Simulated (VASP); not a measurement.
Write the native input for VASP 6.6.1 that does the following.

```yaml
Task: single point
Functional: PBE
Potentials_or_basis: VASP PAW PBE potentials, release 64 (Ti_sv, Al, N)
Cutoff: 600 eV
k_mesh: 6 × 6 × 2
Occupations: gaussian, width 0.1 eV
Spin: no spin polarisation
Dipole_correction: no
Further_INCAR_settings: ALGO = Normal; EDIFF = 1e-06; NBANDS = 58
```

The structure of Ti5AlN6 lies in POSCAR:

```
Ti5AlN6
1.0
    2.9805092000      0.0000000000      0.0000000000
    0.0000000000      2.9805092000      0.0000000000
    0.0000000000      0.0000000000     12.7342438000
Ti Al N
5 1 6
Direct
    0.5000000000      0.5000000000      0.1701970000
    0.0000000000      0.0000000000      0.3316880000
    0.5000000000      0.5000000000      0.5000000000
    0.0000000000      0.0000000000      0.6683120000
    0.5000000000      0.5000000000      0.8298030000
    0.0000000000      0.0000000000      0.0000000000
    0.0000000000      0.0000000000      0.1598570000
    0.5000000000      0.5000000000      0.3341830000
    0.0000000000      0.0000000000      0.5000000000
    0.5000000000      0.5000000000      0.6658170000
    0.0000000000      0.0000000000      0.8401430000
    0.5000000000      0.5000000000      0.0000000000
```

One way to write it, as run:

INCAR

```
SYSTEM = Ti5AlN6
ALGO = Normal
EDIFF = 1E-6
ENCUT = 600
GGA = PE
GGA_COMPAT = .FALSE.
ISIF = 2
ISMEAR = 0
LASPH = .TRUE.
LCHARG = .FALSE.
LREAL = .FALSE.
LWAVE = .FALSE.
NBANDS = 58
NELM = 120
PREC = Accurate
SIGMA = 0.1
```

KPOINTS

```
k-points
0
G
  6 6 2
  0 0 0
```

Potentials or basis: VASP PAW PBE potentials, release 64 (Ti_sv, Al, N).

Launch:

```console
$ cat potpaw_PBE.64/Ti_sv/POTCAR potpaw_PBE.64/Al/POTCAR potpaw_PBE.64/N/POTCAR > POTCAR
$ mpirun -np 1 vasp_std > vasp.out
```

It gave:

- Pressure: 0.2 GPa
- Largest force: 0.083 eV/Å
- Band gap on the k mesh: zero (an odd number of electrons rules out a gap without spin polarisation)

Caveat: an odd number of electrons without spin polarisation forces a metal; a magnetic or distorted state may lie lower.

Wall time 4.5 min on 1 thread of Oxide Virtual Turin-like Processor, with other jobs on the host, peak memory 0.27 GiB.
